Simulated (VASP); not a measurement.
The system is AsSe4.

```
CELL_PARAMETERS angstrom
-3.50435 3.50435 3.50435
3.50435 -3.50435 3.50435
3.50435 3.50435 -3.50435
ATOMIC_POSITIONS crystal
As 0.00000 0.00000 0.00000
Se 0.34960 0.34960 0.34960
Se 0.65040 0.00000 0.00000
Se 0.00000 0.00000 0.65040
Se 0.00000 0.65040 0.00000
```

The cell was generated, and may not be a known phase.

| Property | Result |
| --- | --- |
| Program | VASP 6.6.1 |
| Task | relaxation of cell and atoms |
| Functional | PBE |
| Potentials or basis | VASP PAW PBE potentials, release 64 (As, Se) |
| Cutoff | 600 eV |
| k mesh | 4 × 4 × 4 |
| Occupations | gaussian, width 0.1 eV |
| Spin | no spin polarisation |

At the start: pressure 10.1 GPa; volume 34.43 Å³/atom.

Q: How do energy, volume and symmetry change on relaxing?

A: Over 25 steps the energy falls by 449.4 meV/atom and the volume is 26.48 Å³/atom (-23.1 %); space group I-43m (No. 217, to 0.1 Å) before and after.

Step by step:
```tsv
step	energy change (eV)	largest force (eV/Å)	pressure (GPa)	volume (Å³)
1	0.0000	4.2872	10.05	172.14
2	-0.1205	1.3980	-5.72	231.75
3	-1.3479	0.2311	-1.41	197.20
4	-1.3528	0.3458	-1.10	195.94
5	-1.3534	0.4179	-0.90	195.17
6	-1.4147	0.4667	-0.86	190.26
7	-1.6040	0.6163	-0.54	176.02
8	-1.9159	0.9755	1.51	149.72
9	-0.8844	1.5848	20.17	105.23
10	-1.8474	1.4049	3.87	141.94
11	-1.8397	1.5465	5.86	133.18
12	-1.8506	1.5225	5.87	132.69
13	-1.8805	1.4505	5.96	131.25
14	-1.9261	1.2992	6.18	128.39
15	-1.9546	1.0109	7.00	122.79
16	-2.0067	0.9073	6.21	123.87
17	-2.1289	0.6202	4.02	127.15
18	-2.2376	0.1670	0.50	133.87
19	-2.2405	0.1020	-0.03	135.08
20	-2.2405	0.0882	-0.13	135.34
21	-2.2408	0.0867	-0.13	135.27
22	-2.2417	0.0813	-0.12	135.08
23	-2.2432	0.0710	-0.09	134.70
24	-2.2455	0.0490	-0.02	133.93
25	-2.2469	0.0056	0.13	132.40
```

Final structure:
```yaml
crystal:
  lattice:
    - [-3.21076, 3.21076, 3.21076]
    - [3.21076, -3.21076, 3.21076]
    - [3.21076, 3.21076, -3.21076]
  atoms:
    - { symbol: As, position: [0.00000, 0.00000, 0.00000] }
    - { symbol: Se, position: [0.43534, 0.43534, 0.43534] }
    - { symbol: Se, position: [0.56466, 0.00000, 0.00000] }
    - { symbol: Se, position: [0.00000, 0.00000, 0.56466] }
    - { symbol: Se, position: [0.00000, 0.56466, 0.00000] }
```

Caveat: the volume moved by over 15 % at a fixed basis, so the end points are rough.
